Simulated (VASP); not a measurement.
# AlN (F-43m) in VASP: further runs

The runs below take AlN through single point, relaxation of cell and atoms, with PBEsol.

Program: VASP 6.6.1. These are calculated values, not measurements. Logs are shortened: lines on timing, memory, paths and dates and some standing lists are left out, and cuts for length are marked.

## Step 1: The cell of the first run

The structure is cubic, space group F-43m (No. 216). Conventional cell: a = 4.407 Å, b = 4.407 Å, c = 4.407 Å, α = 90.00°, β = 90.00°, γ = 90.00°. Al (site symmetry -43m) has 4 N at 1.91 Å within 2.5 Å. N (site symmetry -43m) has 4 Al at 1.91 Å within 2.5 Å.

## Step 2: Single point, PBEsol (volume scaled by 1.02)

Input file INCAR:

```
PREC     = Accurate       # precision mode
ENCUT    = 520            # plane-wave cutoff, eV
EDIFF    = 1E-7           # SCF threshold, eV
ISMEAR   = 0              # smearing method
SIGMA    = 0.01           # smearing width, eV
LREAL    = F              # projectors in reciprocal space
LASPH    = T              # aspherical terms in the spheres
NELM     = 80             # most SCF steps
ALGO     = Normal         # electronic algorithm
ISIF     = 2              # what is computed and relaxed
LWAVE    = F              # write WAVECAR
LCHARG   = F              # write CHGCAR
GGA      = PS             # functional
NBANDS   = 11             # bands
```

Input file KPOINTS:

```
regular mesh
0
Gamma
  10 10 10
```

Input file POSCAR:

```
AlN
1.0
    0.0000000000      2.2033360563      2.2033360563
    2.2033360563      0.0000000000      2.2033360563
    2.2033360563      2.2033360563      0.0000000000
Al N
1 1
Direct
    0.0000000000      0.0000000000      0.0000000000
    0.7500000000      0.7500000000      0.7500000000
```

Potentials or basis: VASP PAW PBE potentials, release 64 (Al, N).

The run is started by

```bash
$ cat potpaw_PBE.64/Al/POTCAR potpaw_PBE.64/N/POTCAR > POTCAR
$ mpirun -np 1 vasp_std > vasp.out
```

OUTCAR:

```text
PREC = Accurate
   ENCUT = 520
   EDIFF = 1E-7
   ISMEAR = 0
   LREAL = F
   LASPH = T
   NELM = 80
   ISIF = 2
   GGA = PS

 ion  position               nearest neighbor table
   1  0.000  0.000  0.000-   2 1.91   2 1.91   2 1.91   2 1.91
   2  0.750  0.750  0.750-   1 1.91   1 1.91   1 1.91   1 1.91

  LATTYP: Found a face centered cubic cell.
 ALAT       =     4.4066721126

  Lattice vectors:

 A1 = (   0.0000000000,   2.2033360563,   2.2033360563)
 A2 = (   2.2033360563,   0.0000000000,   2.2033360563)
 A3 = (   2.2033360563,   2.2033360563,   0.0000000000)

Analysis of symmetry for initial positions (statically):
=====================================================================
 Subroutine PRICEL returns:
 Original cell was already a primitive cell.

 Routine SETGRP: Setting up the symmetry group for a
 face centered cubic supercell.

 Subroutine GETGRP returns: Found 24 space group operations
 (whereof 24 operations were pure point group operations)
 out of a pool of 48 trial point group operations.

The static configuration has the point symmetry T_d .

Analysis of symmetry for dynamics (positions and initial velocities):
=====================================================================
 Subroutine PRICEL returns:
 Original cell was already a primitive cell.

 Routine SETGRP: Setting up the symmetry group for a
 face centered cubic supercell.

 Subroutine GETGRP returns: Found 24 space group operations
 (whereof 24 operations were pure point group operations)
 out of a pool of 48 trial point group operations.

The dynamic configuration has the point symmetry T_d .

 Subroutine INISYM returns: Found 24 space group operations
 (whereof 24 operations are pure point group operations),
 and found     1 'primitive' translations

----------------------------------------------------------------------------------------

                                     Primitive cell

  volume of cell :      21.3930

  direct lattice vectors                    reciprocal lattice vectors
     0.000000000  2.203336056  2.203336056    -0.226928615  0.226928615  0.226928615
     2.203336056  0.000000000  2.203336056     0.226928615 -0.226928615  0.226928615
     2.203336056  2.203336056  0.000000000     0.226928615  0.226928615 -0.226928615

  length of vectors
     3.115987733  3.115987733  3.115987733     0.393051891  0.393051891  0.393051891

  position of ions in fractional coordinates (direct lattice)
     0.000000000  0.000000000  0.000000000
     0.750000000  0.750000000  0.750000000

  ion indices of the primitive-cell ions
   primitive index   ion index
                 1           1
                 2           2

----------------------------------------------------------------------------------------

 KPOINTS: regular mesh

Automatic generation of k-mesh.
 Grid dimensions read from file:
 generate k-points for:   10   10   10

 Generating k-lattice:

  Cartesian coordinates                     Fractional coordinates (reciprocal lattice)
    -0.022692862  0.022692862  0.022692862     0.100000000  0.000000000  0.000000000
     0.022692862 -0.022692862  0.022692862     0.000000000  0.100000000  0.000000000
     0.022692862  0.022692862 -0.022692862     0.000000000  0.000000000  0.100000000

  Length of vectors
     0.039305189  0.039305189  0.039305189

  Shift w.r.t. Gamma in fractional coordinates (k-lattice)
     0.000000000  0.000000000  0.000000000

 Subroutine IBZKPT returns following result:
 ===========================================

 Found     47 irreducible k-points:

 Following reciprocal coordinates:
            Coordinates               Weight
  0.000000  0.000000  0.000000      1.000000
  0.100000  0.000000  0.000000      8.000000
  0.200000  0.000000  0.000000      8.000000
  0.300000  0.000000  0.000000      8.000000
  0.400000  0.000000  0.000000      8.000000
  0.500000  0.000000  0.000000      4.000000
[... 16 lines left out ...]
  0.300000  0.300000  0.000000      6.000000
  0.400000  0.300000  0.000000     24.000000
 [... further k-points ...]
   k-points           NKPTS =     47   k-points in BZ     NKDIM =     47   number of bands    NBANDS=     11
   number of dos      NEDOS =    301   number of ions     NIONS =      2
   total plane-waves  NPLWV =  13824
   dimension x,y,z NGX =    24 NGY =   24 NGZ =   24
   dimension x,y,z NGXF=    48 NGYF=   48 NGZF=   48
   ions per type =               1   1
   NGX,Y,Z   is equivalent  to a cutoff of  12.80, 12.80, 12.80 a.u.
   NGXF,Y,Z  is equivalent  to a cutoff of  25.61, 25.61, 25.61 a.u.
 SYSTEM =  unknown system
   PREC   = accura    normal or accurate (medium, high low for compatibility)
   ISTART =      0    job   : 0-new  1-cont  2-samecut
   ICHARG =      2    charge: 1-file 2-atom 10-const
   ISPIN  =      1    spin polarized calculation?
   LNONCOLLINEAR =      F non collinear calculations
   LSORBIT =      F    spin-orbit coupling
   LASPH  =      T    aspherical Exc in radial PAW
   ENCUT  =  520.0 eV  38.22 Ry    6.18 a.u.   5.79  5.79  5.79*2*pi/ulx,y,z
   NELM   =     80;   NELMIN=  2; NELMDL= -5     # of ELM steps
   EDIFF  = 0.1E-06   stopping-criterion for ELM
   LREAL  =      F    real-space projection
   EDIFFG = 0.1E-05   stopping-criterion for IOM
   NSW    =      0    number of steps for IOM
   IBRION =     -1    ionic relax: 0-MD 1-quasi-New 2-CG
   NFREE  =      0    steps in history (QN), initial steepest desc. (CG)
   ISIF   =      2    stress and relaxation
   ISYM   =      2    0-nonsym 1-usesym 2-fastsym
   POTIM  = 0.5000    time-step for ionic-motion
   TEBEG  =    0.0;   TEEND  =   0.0 temperature during run
   PSTRESS=    0.0 pullay stress
   NELECT =       8.0000    total number of electrons
   NUPDOWN=      -1.0000    fix difference up-down
   EMIN   =  10.00;   EMAX   =-10.00  energy-range for DOS
   EFERMI =   0.00;   METHOD = LEGACY
   ISMEAR =     0;   SIGMA  =   0.01  broadening in eV -4-tet -1-fermi 0-gaus
   EFERMI_NEDOS =   21; number of points for ismear=-14 and -15
   IALGO  =     38    algorithm
   IMIX   =      4    mixing-type and parameters
     AMIX     =   0.40;   BMIX     =  1.00
     AMIX_MAG =   1.60;   BMIX_MAG =  1.00
  volume/ion in A,a.u.               =      10.70        72.18
  Fermi-wavevector in a.u.,A,eV,Ry     =   1.179453  2.228844 18.927202  1.391110
  Thomas-Fermi vector in A             =   2.315764
   LORBIT       =      0    0 simple, 1 ext, 2 COOP (PROOUT), +10 PAW based schemes
   GGA     = PS    functional components
   LHFCALC =     F    Hartree Fock is set to
   AEXX    =    0.0000 exact exchange contribution
   IVDW    =     0    specifies the selected vdW correction
   LEPSILON=     F    determine dielectric tensor
   LRPA    =     F    only Hartree local field effects (RPA)
 non-spin polarized calculation
 Gauss-broadening in eV      SIGMA  =   0.01
  energy-cutoff  :      520.00
  volume of cell :       21.39
 maximum number of plane-waves:       589
   NGX = 11   NGY = 11   NGZ = 11

 number of electron       8.0000001 magnetization

 Free energy of the ion-electron system (eV)
  ---------------------------------------------------
  ext. energy  EPLUGINS =         0.00000000
  ---------------------------------------------------
  free energy    TOTEN  =       -15.60643348 eV

  energy without entropy =      -15.60643348  energy(sigma->0) =      -15.60643348

 E-fermi :   5.7946     XC(G=0): -11.0140

 val. band max:        5.6310698976   @ k =   0.0000   0.0000   0.0000
 cond. band min:       8.8053701278   @ k =   0.5000   0.5000   0.0000
 fundamental gap:      3.1743002303
 Fermi energy:         5.7946328868

 k-point     1 :       0.0000    0.0000    0.0000
  band No.  band energies     occupation
      1      -9.1744      2.00000
      2       5.6311      2.00000
      3       5.6311      2.00000
      4       5.6311      2.00000
      5       9.5331      0.00000
      6      17.8430      0.00000
      7      17.8430      0.00000
      8      17.8430      0.00000
      9      23.0092      0.00000
     10      23.0092      0.00000
     11      24.3106      0.00000

 k-point     2 :       0.1000    0.0000    0.0000
  band No.  band energies     occupation
      1      -9.0310      2.00000
      2       4.8106      2.00000
      3       5.5794      2.00000
      4       5.5794      2.00000
      5      10.2047      0.00000
      6      17.4534      0.00000
      7      17.9741      0.00000
      8      17.9741      0.00000
      9      21.7533      0.00000
     10      21.7533      0.00000
     11      23.5133      0.00000

 k-point     3 :       0.2000    0.0000    0.0000
  band No.  band energies     occupation
      1      -8.6226      2.00000
      2       3.2157      2.00000
      3       5.4507      2.00000
      4       5.4507      2.00000
      5      11.3254      0.00000
      6      16.6596      0.00000
      7      17.9203      0.00000
      8      17.9203      0.00000
      9      21.2124      0.00000
     10      21.2124      0.00000
     11      22.6363      0.00000

 k-point     4 :       0.3000    0.0000    0.0000
  band No.  band energies     occupation
      1      -8.0298      2.00000
      2       1.5925      2.00000
      3       5.3034      2.00000
      4       5.3034      2.00000
      5      12.1532      0.00000
      6      15.9221      0.00000
      7      17.2945      0.00000
      8      17.2945      0.00000
      9      22.2236      0.00000
     10      22.2236      0.00000
     11      22.4226      0.00000

 k-point     5 :       0.4000    0.0000    0.0000
  band No.  band energies     occupation
      1      -7.4375      2.00000
      2       0.3293      2.00000
      3       5.1925      2.00000
      4       5.1925      2.00000
      5      12.5649      0.00000
      6      15.4092      0.00000
      7      16.7160      0.00000
      8      16.7160      0.00000
      9      22.8093      0.00000
     10      23.9971      0.00000
     11      23.9971      0.00000
[... 211 lines left out ...]
 k-point    21 :      -0.3000    0.2000    0.0000
  band No.  band energies     occupation
      1      -7.2862      2.00000
      2       1.0604      2.00000
      3       3.4481      2.00000
      4       5.1126      2.00000
      5      13.2983      0.00000
      6      14.3608      0.00000
      7      17.0570      0.00000
      8      17.6492      0.00000
      9      21.6597      0.00000
     10      23.8595      0.00000
     11      26.4537      0.00000

 k-point    22 :      -0.2000    0.2000    0.0000
  band No.  band energies     occupation
      1      -7.8350      2.00000
      2       1.8893      2.00000
      3       3.9496      2.00000
      4       5.3756      2.00000
      5      12.9177      0.00000
      6      15.2840      0.00000
      7      16.6880      0.00000
      8      17.8343      0.00000
      9      20.2702      0.00000
     10      23.6141      0.00000
     11      26.5416      0.00000

 k-point    23 :       0.3000    0.3000    0.0000
  band No.  band energies     occupation
      1      -7.6615      2.00000
      2       2.1256      2.00000
      3       4.4000      2.00000
      4       4.4000      2.00000
      5      10.7686      0.00000
      6      15.0262      0.00000
      7      17.1472      0.00000
      8      19.7380      0.00000
      9      19.7380      0.00000
     10      25.6507      0.00000
     11      28.8407      0.00000

 k-point    24 :       0.4000    0.3000    0.0000
  band No.  band energies     occupation
      1      -7.2086      2.00000
      2       1.5037      2.00000
      3       3.9395      2.00000
      4       4.2375      2.00000
      5      10.3726      0.00000
      6      14.8645      0.00000
      7      17.4932      0.00000
      8      19.8316      0.00000
      9      20.3193      0.00000
     10      26.5281      0.00000
     11      28.6404      0.00000

 [... further k-points ...]
[... 5 lines left out ...]
  --------------------------------------------------------------------------------------
  -------------------------------------------------------------------------------------
  Total       -0.5160821     -0.5160821     -0.5160821     -0.0000000      0.0000000     -0.0000000
  in kB      -38.6506810    -38.6506810    -38.6506810     -0.0000000      0.0000000     -0.0000000
  external PRESSURE =     -38.6506810 kB  Pullay stress =       0.0000000 kB

 VOLUME and BASIS-vectors are now :
 -----------------------------------------------------------------------------
  energy-cutoff  :      520.00
  volume of cell :       21.39
      direct lattice vectors                 reciprocal lattice vectors
     0.000000000  2.203336056  2.203336056    -0.226928615  0.226928615  0.226928615
     2.203336056  0.000000000  2.203336056     0.226928615 -0.226928615  0.226928615
     2.203336056  2.203336056  0.000000000     0.226928615  0.226928615 -0.226928615

 POSITION                                       TOTAL-FORCE (eV/Angst)
 -----------------------------------------------------------------------------------
      0.00000      0.00000      0.00000        -0.000000      0.000000      0.000000
      3.30500      3.30500      3.30500         0.000000     -0.000000     -0.000000
 -----------------------------------------------------------------------------------
    total drift:                               -0.000000     -0.000000     -0.000000

  FREE ENERGIE OF THE ION-ELECTRON SYSTEM (eV)
  ---------------------------------------------------
  free  energy   TOTEN  =       -15.6064334837 eV

  energy  without entropy=      -15.6064334837  energy(sigma->0) =      -15.60643348
```

Run time: 4.9 s. Hardware: 1 thread of Intel Xeon Platinum 8559C (Emerald Rapids), shared host; peak memory 0.13 GiB.

What came out:

| Quantity | Value |
| --- | --- |
| Free energy | -15.6064 eV |
| Pressure | -3.9 GPa |
| Band gap on the k mesh | 3.17 eV, indirect (least direct gap 3.90 eV) |

Caveat: the cell differs from its parent crystal (volume scaled by 1.02); the PAW data sets were made with another functional, which shifts forces and pressure a little. A k mesh can miss the band edges.

## Step 3: Relaxation of cell and atoms, PBEsol, target pressure 7 GPa, at which the enthalpy is minimised

This run uses another cell than the first one, of 10.49 Å³/atom, 0.980 times its volume.

Input file INCAR:

```
ALGO = Normal
EDIFF = 1E-6
EDIFFG = -0.001
ENCUT = 600
GGA = PS
IBRION = 2
ISIF = 3
ISMEAR = 0
LASPH = True
LCHARG = False
LREAL = False
LWAVE = False
NELM = 80
NSW = 80
PREC = Accurate
PSTRESS = 70.0
SIGMA = 0.01
```

Input file KPOINTS:

```
k-points
0
Gamma
  10 10 10
```

Input file POSCAR:

```
AlN
1.0
    0.0000000000      2.1888400046      2.1888400046
    2.1888400046      0.0000000000      2.1888400046
    2.1888400046      2.1888400046      0.0000000000
Al N
1 1
Direct
    0.0000000000      0.0000000000      0.0000000000
    0.7500000000      0.7500000000      0.7500000000
```

Potentials or basis: VASP PAW PBE potentials, release 64 (Al, N).

The run is started by

```bash
$ cat potpaw_PBE.64/Al/POTCAR potpaw_PBE.64/N/POTCAR > POTCAR
$ mpirun -np 1 vasp_std > vasp.out
```

Wall time 18 s (1 thread of Intel Xeon Platinum 8559C (Emerald Rapids), shared host); peak memory 0.15 GiB.

It converged, with:

```yaml
Free_energy: -15.5988 eV
Relaxed_volume: 10.14 Å³/atom
Relaxed_cell: a = 3.061 Å, b = 3.061 Å, c = 3.061 Å, α = 60.00°, β = 60.00°, γ = 60.00°
Space_group_after_relaxing_to_0.05_Å: F-43m (No. 216)
Energy_change_on_relaxing_the_enthalpy_is_what_falls: +7.1 meV/atom
Ionic_steps: 6
Pressure_after_relaxing: 7.0 GPa
Band_gap_on_the_k_mesh: 3.20 eV, indirect (least direct gap 4.37 eV)
```

Step by step:
```csv
step,energy change (eV),largest force (eV/Å),pressure (GPa),volume (Å³)
1,0.0000,0.0000,-0.15,20.97
2,0.0633,0.0000,15.67,19.58
3,0.0141,0.0000,6.95,20.29
4,0.0147,0.0000,7.11,20.28
5,0.0139,0.0000,6.91,20.30
6,0.0142,0.0000,7.00,20.29
```

Final structure:
```yaml
crystal:
  lattice:
    - [0.00000, 2.16469, 2.16469]
    - [2.16469, 0.00000, 2.16469]
    - [2.16469, 2.16469, 0.00000]
  atoms:
    - { symbol: Al, position: [0.00000, 0.00000, 0.00000] }
    - { symbol: N, position: [0.75000, 0.75000, 0.75000] }
```

Levels at points of the mesh, in eV from the valence-band top:
| k point | band 1 | band 2 | band 3 | band 4 | band 5 | band 6 | band 7 | band 8 |
| --- | --- | --- | --- | --- | --- | --- | --- | --- |
| (0.00, 0.00, 0.00) | -15.12 | 0.00 | 0.00 | 0.00 | 4.37 | 12.73 | 12.73 | 12.73 |
| (0.50, 0.00, 0.00) | -12.95 | -6.03 | -0.48 | -0.48 | 7.53 | 9.95 | 11.20 | 11.20 |
| (0.50, 0.50, 0.00) | -12.28 | -5.03 | -1.82 | -1.82 | 3.20 | 8.64 | 14.24 | 15.96 |

Caveat: the cell is relaxed towards a set pressure, so the enthalpy falls and the energy may rise; the PAW data sets were made with another functional, which shifts forces and pressure a little. A k mesh can miss the band edges.

## Step 4: Single point, PBEsol

This run uses another cell than the first one, of 10.06 Å³/atom, 0.941 times its volume.

Input file INCAR:

```
SYSTEM = AlN
PREC = Accurate
ENCUT = 600
EDIFF = 1E-6
ISMEAR = 0
SIGMA = 0.01
LREAL = .False.
LASPH = .True.
NELM = 120
ALGO = Normal
ISIF = 2
LWAVE = .False.
LCHARG = .False.
GGA = PS
NBANDS = 11
GGA_COMPAT = .False.
```

Input file KPOINTS:

```
Automatic mesh
0
Gamma
  10 10 10
  0 0 0
```

Input file POSCAR:

```
AlN
1.0
    0.0000000000      2.1588005245      2.1588005245
    2.1588005245      0.0000000000      2.1588005245
    2.1588005245      2.1588005245      0.0000000000
Al N
1 1
Direct
    0.0000000000      0.0000000000      0.0000000000
    0.7500000000      0.7500000000      0.7500000000
```

The run is started by

```bash
$ cat potpaw_PBE.64/Al/POTCAR potpaw_PBE.64/N/POTCAR > POTCAR
$ mpirun -np 1 vasp_std > vasp.out
```

Wall time 12 s (1 thread of AMD EPYC 7R43 (Zen 3), shared host); peak memory 0.1 GiB.

The run converged. Its results:

* Free energy: -15.5893 eV
* Pressure: 8.9 GPa
* Band gap on the k mesh: 3.20 eV, indirect (least direct gap 4.44 eV)

Levels at points of the mesh, in eV from the valence-band top:
```tsv
k point	band 1	band 2	band 3	band 4	band 5	band 6	band 7	band 8	band 9
(0.00, 0.00, 0.00)	-15.16	0.00	0.00	0.00	4.44	12.81	12.81	12.81	17.87
(0.50, 0.00, 0.00)	-12.97	-6.06	-0.49	-0.49	7.60	10.00	11.25	11.25	18.30
(0.50, 0.50, 0.00)	-12.29	-5.06	-1.83	-1.83	3.20	8.69	14.35	16.06	16.06
```

Caveat: the PAW data sets were made with another functional, which shifts forces and pressure a little.

## Step 5: Overview

```tsv
task	cell	cutoff (eV)	gap on the mesh (eV)	pressure (GPa)
single point	a = 3.116 Å, angles 60.0°, 2 atoms	520	3.17	-3.9
relaxation of cell and atoms	relaxed to 7 GPa from a = 3.095 Å, angles 60.0°, 2 atoms	600	3.20	7.0
single point	a = 3.053 Å, angles 60.0°, 2 atoms	600	3.20	8.9
```

Alike in all rows: level PBEsol; potentials or basis VASP PAW PBE potentials, release 64 (Al, N); no spin polarisation; k mesh 10 × 10 × 10; smearing gaussian 0.01 eV.

Caveats: the PAW data sets were made with another functional, which shifts forces and pressure a little; the cell is relaxed towards a set pressure, so the enthalpy falls and the energy may rise (some runs).

Absolute energies hang on the potentials; compare differences alone.
